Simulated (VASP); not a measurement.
# AlNi in VASP: further runs, part 2 of 2

VASP 6.6.1. Earlier steps stand in the parts before.

### Step 4. Single point, PBEsol (atoms displaced along several vibrational modes)

INCAR

```
PREC = Accurate
ENCUT = 520
EDIFF = 1E-6
ISMEAR = 0
SIGMA = 0.15
LREAL = F
LASPH = T
NELM = 100
ALGO = Fast
ISIF = 2
LWAVE = F
LCHARG = F
GGA = PS
NBANDS = 14
```

KPOINTS

```
regular mesh
0
Gamma
  16 16 16
```

POSCAR

```
AlNi
1.0
    2.0211996418     -2.0211459310      0.0000000000
    2.0211996418      2.0211459310      0.0000000000
    0.0000000000      0.0000000000      2.8688666946
Al Ni
1 1
Direct
   -0.0199414354      0.0000000000     -0.0132456486
    0.5091671398      0.5000000000      0.5060890658
```

Launch:

```console
$ cat potpaw_PBE.64/Al/POTCAR potpaw_PBE.64/Ni/POTCAR > POTCAR
$ mpirun -np 1 vasp_std > vasp.out
```

Run time: 3.6 min. Hardware: 1 thread of Intel Xeon 6975P-C (Granite Rapids), shared host; peak memory 0.75 GiB.

The run converged. Its results:

| Item | Value |
| --- | --- |
| Free energy | -11.5597 eV |
| Pressure | 0.9 GPa |
| Largest force | 0.635 eV/Å |
| Band gap on the k mesh | zero (an odd number of electrons rules out a gap without spin polarisation) |

Forces in eV/Å, atoms in the order of the input:
```
Al   0.372 -0.372  0.356
Ni  -0.372  0.372 -0.356
```

Stress tensor (GPa, compression positive):
```
 1.05  0.19  0.50
 0.19  1.05 -0.50
 0.50 -0.50  0.74
```

Levels at points of the mesh, in eV from the Fermi level:
```tsv
k point	band 4	band 5	band 6	band 7	band 8	band 9	band 10	band 11
(0.00, 0.00, 0.00)	-1.60	-1.59	-1.58	5.50	5.63	5.63	8.21	8.24
(0.50, 0.00, 0.00)	-2.32	-2.31	-1.51	-0.65	8.34	10.00	10.11	11.05
(0.00, 0.50, 0.00)	-2.33	-2.30	-1.50	-0.66	8.34	10.03	10.17	11.02
(0.50, 0.50, 0.00)	-2.88	-2.15	-2.14	-1.04	1.52	2.61	12.47	15.02
(0.00, 0.00, 0.50)	-2.31	-2.30	-1.50	-0.68	8.34	10.11	10.14	11.07
(0.50, 0.00, 0.50)	-2.88	-2.15	-2.13	-1.05	1.49	2.57	12.56	15.27
(0.00, 0.50, 0.50)	-2.95	-2.12	-2.11	-1.05	1.48	2.57	12.58	14.96
(0.50, 0.50, 0.50)	-1.02	-1.01	1.94	1.94	1.97	3.78	4.57	4.58
```

Caveat: the cell differs from its parent crystal (atoms displaced along several vibrational modes); the PAW data sets were made with another functional, which shifts forces and pressure a little.

### Step 5. Single point, PBEsol (atoms displaced along several vibrational modes)

INCAR

```
ALGO = Fast
EDIFF = 1E-6
ENCUT = 520
GGA = PS
ISIF = 2
ISMEAR = 0
LASPH = True
LCHARG = False
LREAL = False
LWAVE = False
NBANDS = 14
NELM = 100
PREC = Accurate
SIGMA = 0.15
```

KPOINTS

```
k-points
0
Gamma
  16 16 16
```

POSCAR

```
AlNi
1.0
    2.0211996418     -2.0211459310      0.0000000000
    2.0211996418      2.0211459310      0.0000000000
    0.0000000000      0.0000000000      2.8688666946
Al Ni
1 1
Direct
   -0.0066471451      0.0000000000     -0.0264912971
    0.5030557133      0.5000000000      0.5121781316
```

Potentials or basis: VASP PAW PBE potentials, release 64 (Al, Ni).

Launch:

```console
$ cat potpaw_PBE.64/Al/POTCAR potpaw_PBE.64/Ni/POTCAR > POTCAR
$ mpirun -np 1 vasp_std > vasp.out
```

OUTCAR:

```text
EDIFF = 1E-6
   ENCUT = 520
   GGA = PS
   ISIF = 2
   ISMEAR = 0
   LASPH = True
   LREAL = False
   NELM = 100
   PREC = Accurate

 ion  position               nearest neighbor table
   1  0.993  0.000  0.974-   2 2.40   2 2.40   2 2.43   2 2.43   2 2.53   2 2.53   2 2.56   2 2.56

   2  0.503  0.500  0.512-   1 2.40   1 2.40   1 2.43   1 2.43   1 2.53   1 2.53   1 2.56   1 2.56

  LATTYP: Found a base centered orthorhombic cell.
 ALAT       =     4.0422918620
 B/A-ratio  =     1.0000265744
 C/A-ratio  =     0.7097129036

  Lattice vectors:

 A1 = (  -2.0211996418,  -2.0211459310,   0.0000000000)
 A2 = (   2.0211996418,  -2.0211459310,   0.0000000000)
 A3 = (   0.0000000000,   0.0000000000,   2.8688666946)

Analysis of symmetry for initial positions (statically):
=====================================================================
 Subroutine PRICEL returns:
 Original cell was already a primitive cell.

 Routine SETGRP: Setting up the symmetry group for a
 base centered orthorhombic supercell.

 Subroutine GETGRP returns: Found  1 space group operations
 (whereof  1 operations were pure point group operations)
 out of a pool of  8 trial point group operations.

The static configuration has the point symmetry C_1 .

Analysis of symmetry for dynamics (positions and initial velocities):
=====================================================================
 Subroutine PRICEL returns:
 Original cell was already a primitive cell.

 Routine SETGRP: Setting up the symmetry group for a
 base centered orthorhombic supercell.

 Subroutine GETGRP returns: Found  1 space group operations
 (whereof  1 operations were pure point group operations)
 out of a pool of  8 trial point group operations.

The dynamic configuration has the point symmetry C_1 .

 Subroutine INISYM returns: Found  1 space group operations
 (whereof  1 operations are pure point group operations),
 and found     1 'primitive' translations

----------------------------------------------------------------------------------------

[... 119 lines left out ...]
   AEXX    =    0.0000 exact exchange contribution
   IVDW    =     0    specifies the selected vdW correction
   LEPSILON=     F    determine dielectric tensor
   LRPA    =     F    only Hartree local field effects (RPA)
 non-spin polarized calculation
 RMM-DIIS sequential band-by-band and
 Gauss-broadening in eV      SIGMA  =   0.15
  energy-cutoff  :      520.00
  volume of cell :       23.44
 maximum number of plane-waves:       653
 NGX is ok and might be reduce to    24
   NGX = 11   NGY = 11   NGZ = 11

 number of electron      12.9999999 magnetization

 Free energy of the ion-electron system (eV)
  ---------------------------------------------------
  ext. energy  EPLUGINS =         0.00000000
  ---------------------------------------------------
  free energy    TOTEN  =       -11.55015474 eV

  energy without entropy =      -11.54168724  energy(sigma->0) =      -11.54592099

 E-fermi :  10.1605     XC(G=0): -12.2599

 val. band max:       10.1599595791   @ k =   0.4375   0.2500   0.4375
 cond. band min:      10.1640130664   @ k =   0.5000   0.4375   0.3125
 fundamental gap:      0.0040534873
 Fermi energy:        10.1604593987

 k-point     1 :       0.0000    0.0000    0.0000
  band No.  band energies     occupation
      1      -1.1140      2.00000
      2       6.8095      2.00000
      3       6.8188      2.00000
      4       8.5623      2.00000
      5       8.5682      2.00000
      6       8.5717      2.00000
      7      15.6653      0.00000
      8      15.7921      0.00000
      9      15.7929      0.00000
     10      18.3797      0.00000
     11      18.4039      0.00000
     12      24.1593      0.00000
     13      31.1420      0.00000
     14      31.1736      0.00000
[... 377 lines left out ...]
      1       0.1109      2.00000
      2       6.4683      2.00000
      3       7.0566      2.00000
      4       8.1321      2.00000
      5       8.1795      2.00000
      6       8.5845      2.00000
      7      11.0877      0.00000
      8      16.2467      0.00000
      9      17.2319      0.00000
     10      19.0467      0.00000
     11      22.3673      0.00000
     12      25.1051      0.00000
     13      25.8807      0.00000
     14      28.3873      0.00000

 [... further k-points ...]
[... 5 lines left out ...]
  --------------------------------------------------------------------------------------
  -------------------------------------------------------------------------------------
  Total        0.2213271      0.2223347      0.0787509      0.0032736     -0.0490473      0.0490398
  in kB       15.1285722     15.1974422      5.3829306      0.2237611     -3.3525732      3.3520644
  external PRESSURE =      11.9029816 kB  Pullay stress =       0.0000000 kB

 VOLUME and BASIS-vectors are now :
 -----------------------------------------------------------------------------
  energy-cutoff  :      520.00
  volume of cell :       23.44
      direct lattice vectors                 reciprocal lattice vectors
     2.021199642 -2.021145931  0.000000000     0.247377839 -0.247384413  0.000000000
     2.021199642  2.021145931  0.000000000     0.247377839  0.247384413  0.000000000
     0.000000000  0.000000000  2.868866695     0.000000000  0.000000000  0.348569699

 POSITION                                       TOTAL-FORCE (eV/Angst)
 -----------------------------------------------------------------------------------
      2.00776     -2.00771      2.79287         0.127775     -0.127803      0.696991
      2.02738     -0.00618      1.46937        -0.127775      0.127803     -0.696991
 -----------------------------------------------------------------------------------
    total drift:                               -0.000073      0.000074      0.000202

  FREE ENERGIE OF THE ION-ELECTRON SYSTEM (eV)
  ---------------------------------------------------
  free  energy   TOTEN  =       -11.5501547370 eV

  energy  without entropy=      -11.5416872388  energy(sigma->0) =      -11.54592099
```

stdout:

```text
POSCAR found type information on POSCAR AlNi
 POSCAR found :  2 types and       2 ions
 scaLAPACK will be used
 -----------------------------------------------------------------------------
|                                                                             |
|                                                                             |
|     You enforced a specific xc type in the INCAR file but a different       |
|     I HOPE YOU KNOW WHAT YOU ARE DOING!                                     |
|                                                                             |
 -----------------------------------------------------------------------------

 LDA part: xc-table for (Slater+PW92), standard interpolation
 POSCAR, INCAR and KPOINTS ok, starting setup
 FFT: planning ... GRIDC
 FFT: planning ... GRID_SOFT
 FFT: planning ... GRID
 WAVECAR not read
 entering main loop
WARNING in EDDRMM: call to ZHEGV failed, returncode =   8  4     13
WARNING in EDDRMM: call to ZHEGV failed, returncode =   6  3     13
WARNING in EDDRMM: call to ZHEGV failed, returncode =   6  3     13
WARNING in EDDRMM: call to ZHEGV failed, returncode =   8  4     13
WARNING in EDDRMM: call to ZHEGV failed, returncode =   8  4     13
WARNING in EDDRMM: call to ZHEGV failed, returncode =   8  4     14
WARNING in EDDRMM: call to ZHEGV failed, returncode =   8  4     13
WARNING in EDDRMM: call to ZHEGV failed, returncode =   8  4     13
WARNING in EDDRMM: call to ZHEGV failed, returncode =   8  4     14
```

It took 3.3 min on 1 thread of Intel Xeon 6975P-C (Granite Rapids), shared host; peak memory 0.75 GiB.

What came out:

```yaml
Free_energy: -11.5502 eV
Pressure: 1.2 GPa
Largest_force: 0.720 eV/Å
Band_gap_on_the_k_mesh: zero (an odd number of electrons rules out a gap without spin polarisation)
```

Forces in eV/Å, atoms in the order of the input:
```
Al   0.128 -0.128  0.697
Ni  -0.128  0.128 -0.697
```

Levels at points of the mesh, in eV from the Fermi level:
| k point | band 3 | band 4 | band 5 | band 6 | band 7 | band 8 | band 9 | band 10 | band 11 | band 12 |
| --- | --- | --- | --- | --- | --- | --- | --- | --- | --- | --- |
| (0.00, 0.00, 0.00) | -3.34 | -1.60 | -1.59 | -1.59 | 5.50 | 5.63 | 5.63 | 8.22 | 8.24 | 14.00 |
| (0.50, 0.00, 0.00) | -2.85 | -2.32 | -2.32 | -1.50 | -0.66 | 8.34 | 10.07 | 10.14 | 10.96 | 11.16 |
| (0.00, 0.50, 0.00) | -2.85 | -2.32 | -2.32 | -1.50 | -0.66 | 8.34 | 10.07 | 10.15 | 10.95 | 11.16 |
| (0.50, 0.50, 0.00) | -2.95 | -2.95 | -2.11 | -2.11 | -1.04 | 1.51 | 2.60 | 12.51 | 14.76 | 14.76 |
| (0.00, 0.00, 0.50) | -2.87 | -2.30 | -2.30 | -1.50 | -0.67 | 8.35 | 10.07 | 10.07 | 11.16 | 11.16 |
| (0.50, 0.00, 0.50) | -2.93 | -2.87 | -2.15 | -2.13 | -1.05 | 1.49 | 2.57 | 12.56 | 15.23 | 15.34 |
| (0.00, 0.50, 0.50) | -2.93 | -2.88 | -2.15 | -2.13 | -1.05 | 1.49 | 2.57 | 12.56 | 15.18 | 15.26 |
| (0.50, 0.50, 0.50) | -4.19 | -1.02 | -1.01 | 1.93 | 1.93 | 1.98 | 3.75 | 4.58 | 4.58 | 4.77 |

Caveat: the cell differs from its parent crystal (atoms displaced along several vibrational modes); the PAW data sets were made with another functional, which shifts forces and pressure a little. Spin polarisation is off, so any magnetic state and its effect on volume and gap are missing.

### Step 6. Overview

| cell | further INCAR settings | gap on the mesh (eV) | pressure (GPa) | largest force (eV/Å) |
| --- | --- | --- | --- | --- |
| as given, atomic positions A | ALGO = Fast; EDIFF = 1e-07; NBANDS = 14 | none | 0.4 | 0.35 |
| as given, atomic positions B | ALGO = Fast; EDIFF = 1e-06; NBANDS = 14 | none | 1.3 | 0.75 |
| as given, atomic positions C | ALGO = Fast; EDIFF = 1e-06; NBANDS = 14 | none | 0.9 | 0.64 |
| as given, atomic positions D | ALGO = Fast; EDIFF = 1e-06; NBANDS = 14 | none | 1.2 | 0.72 |

Alike in all rows: task single point; level PBEsol; potentials or basis VASP PAW PBE potentials, release 64 (Al, Ni); no spin polarisation; k mesh 16 × 16 × 16; cutoff (eV) 520; smearing gaussian 0.15 eV.

Caveats: the PAW data sets were made with another functional, which shifts forces and pressure a little.

Total energies depend on the potentials used, so only differences within one code and one set of settings carry meaning.
